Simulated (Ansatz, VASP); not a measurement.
# BN in VASP and in Ansatz

File INCAR:

```
SYSTEM = BN
PREC = Accurate
ENCUT = 600
EDIFF = 1E-6
ISMEAR = 0
SIGMA = 0.02
LREAL = .FALSE.
LASPH = .TRUE.
NELM = 120
ALGO = Normal
ISIF = 2
LWAVE = .FALSE.
LCHARG = .FALSE.
GGA = PS
NBANDS = 11
GGA_COMPAT = .FALSE.
```

File KPOINTS:

```
regular mesh
0
G
  6 6 6
  0 0 0
```

Contents of POSCAR:

```
BN
1.0
    0.0000000000      1.8025552940      1.8025552940
    1.8025552940      0.0000000000      1.8025552940
    1.8025552940      1.8025552940      0.0000000000
B N
1 1
Direct
    0.0000000000      0.0000000000      0.0000000000
    0.2500000000      0.2500000000      0.2500000000
```

Input for Ansatz:

```yaml
crystal:
  lattice:
    - [0.0, 1.802555294, 1.802555294]
    - [1.802555294, 0.0, 1.802555294]
    - [1.802555294, 1.802555294, 0.0]
  atoms:
    - { symbol: B, position: [0.0, 0.0, 0.0] }
    - { symbol: "N", position: [0.25, 0.25, 0.25] }
basis:
  ecutwfc: 420
kpoints:
  mp_grid: { grid: [6, 6, 6] }
hamiltonian:
  xc: pbesol
  pseudopotentials: { kind: paw, azcp: { folder: soft_1 } }
scf:
  occupations: { method: gaussian, width: 0.02 }
output:
  forces: true
  stress: true
  eigenvalues: true
```

Alike in both runs: task single point; functional PBEsol; k mesh 6 × 6 × 6; occupations gaussian, width 0.02 eV; no spin polarisation.

```csv
,VASP,Ansatz
version,VASP 6.6.1,Ansatz 0.2.0
potentials or method,"VASP PAW PBE potentials, release 64 (B, N), cutoff 600 eV","scalar-relativistic, plane waves, PAW"
valence electrons in the cell,8,8
```

VASP gave:

* gap on the k mesh at the Fermi level (eV): 4.28
* least direct gap on the mesh (eV): 8.80
* pressure (GPa): 0.6

Question: Which values does Ansatz return?

Answer: gap on the k mesh at the Fermi level (eV): 4.29; least direct gap on the mesh (eV): 8.80; pressure (GPa): 0.0.

VASP's potentials were made for PBE, not for PBEsol, and Ansatz warns of the same on its side. The functional is the same, so the differences come from potentials, cutoffs and numerics.

The k mesh is coarse, so the values compare programs but aren't converged.
